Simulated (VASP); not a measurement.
Here is a VASP 6.6.1 calculation.

INCAR

```
SYSTEM = BiTe
ALGO = Normal ; EDIFF = 1E-6
ENCUT = 520 ; GGA = PS
ISIF = 2 ; ISMEAR = 0
LASPH = .TRUE. ; LCHARG = .FALSE.
LREAL = .FALSE. ; LWAVE = .FALSE.
NBANDS = 18 ; NELM = 80
PREC = Accurate ; SIGMA = 0.15
```

The input KPOINTS:

```
k-points
0
G
  12 12 12
  0 0 0
```

The input POSCAR:

```
BiTe
1.0
    2.4590483894      1.4197322496      3.3670513338
   -2.4590483894      1.4197322496      3.3670513338
    0.0000000000     -2.8394644991      3.3670513338
Bi Te
1 1
Direct
    0.5000000000      0.5000000000      0.5000000000
    0.0000000000      0.0000000000      0.0000000000
```

Potentials or basis: VASP PAW PBE potentials, release 64 (Bi_d, Te).

Run with:

```console
$ cat potpaw_PBE.64/Bi_d/POTCAR potpaw_PBE.64/Te/POTCAR > POTCAR
$ mpirun -np 1 vasp_std > vasp.out
```

Predict the band gap on the k mesh.

zero (an odd number of electrons rules out a gap without spin polarisation).

Estimate the pressure.

-4.3 GPa.

Stress tensor (GPa, compression positive):
```
-4.56  0.00  0.00
 0.00 -4.56  0.00
 0.00  0.00 -3.71
```

Caveat: the cell differs from its parent crystal (strain +0.015 along x and y, +0.015 along z); the cell stands under tension; the PAW data sets were made with another functional, which shifts forces and pressure a little; spin-orbit coupling is left out, which moves the levels of the heavy elements.
